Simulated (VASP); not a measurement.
Ge, 1 atom in the cell. It takes space group Cmmm (No. 65, orthorhombic). The conventional cell has a = 2.873 Å, b = 5.051 Å, c = 2.741 Å, α = 90.00°, β = 90.00°, γ = 90.00°. Ge (site symmetry mmm) has 8 Ge at 2.74 to 2.91 Å within 3.6 Å. 

```yaml
Program: VASP 6.6.1
Task: single point
Functional: RPBE
Potentials_or_basis: VASP PAW PBE potentials, release 64 (Ge_d)
Cutoff: 520 eV
k_mesh: 11 × 11 × 10
Occupations: fermi-dirac, width 0.05 eV
Spin: no spin polarisation
Dipole_correction: no
Further_INCAR_settings: ALGO = Normal; EDIFF = 1e-07; NBANDS = 13
```

Potentials or basis: VASP PAW PBE potentials, release 64 (Ge_d).

Launch:

```sh
$ cat potpaw_PBE.64/Ge_d/POTCAR > POTCAR
$ mpirun -np 1 vasp_std > vasp.out
```

Hardware: 1 thread of Intel Xeon 8259CL, with other jobs on the host.

Task: How long does it take, and how much memory?

Result: It took 79 s on 1 thread of Intel Xeon 8259CL, with other jobs on the host, peak memory 0.17 GiB. Counts: scf iterations 12, k points 216.
